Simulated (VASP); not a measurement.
Wanted: the native input for a VASP 6.6.1 run.

| Property | Result |
| --- | --- |
| Task | single point |
| Functional | PBE |
| Potentials or basis | VASP PAW PBE potentials, release 64 (Ti_sv, H) |
| Cutoff | 520 eV |
| k mesh | 6 × 6 × 6 |
| Occupations | gaussian, width 0.1 eV |
| Spin | no spin polarisation |
| Dipole correction | no |
| Further INCAR settings | ALGO = Normal; EDIFF = 1e-06; NBANDS = 18 |

The structure of TiH5 lies in POSCAR:

```
TiH5
1.0
    3.4427721578     -0.0000000025      0.0000000000
   -1.7213860767      2.9815281493      0.0000000000
    0.0000000000      0.0000000000      3.0900362145
Ti H
1 5
Direct
    0.0000000000      0.0000000000      0.0000000000
    0.7037266385      0.0000000000      0.5000000000
    0.6666666667      0.3333333333      0.0000000000
    0.2962733615      0.2962733615      0.5000000000
    0.0000000000      0.7037266385      0.5000000000
    0.3333333333      0.6666666667      0.0000000000
```

The cell was built from a structure type or drawn by symmetry, and may not be a known phase.

The input as run:

INCAR

```
SYSTEM = TiH5
ALGO = Normal ; EDIFF = 1E-6
ENCUT = 520 ; GGA = PE
ISIF = 2 ; ISMEAR = 0
LASPH = .True. ; LCHARG = .False.
LREAL = .False. ; LWAVE = .False.
NBANDS = 18 ; NELM = 80
PREC = Accurate ; SIGMA = 0.1
```

KPOINTS

```
k-points
0
Gamma
  6 6 6
  0 0 0
```

Potentials or basis: VASP PAW PBE potentials, release 64 (Ti_sv, H).

The run is started by

```bash
$ cat potpaw_PBE.64/Ti_sv/POTCAR potpaw_PBE.64/H/POTCAR > POTCAR
$ mpirun -np 1 vasp_std > vasp.out
```

Results of the run:

- Pressure: -0.1 GPa
- Largest force: 0.007 eV/Å
- Band gap on the k mesh: zero (an odd number of electrons rules out a gap without spin polarisation)

Wall time 11 s on 1 thread of Intel(R) Xeon(R) Platinum 8488C (Sapphire Rapids) (shared host), peak memory 0.15 GiB.
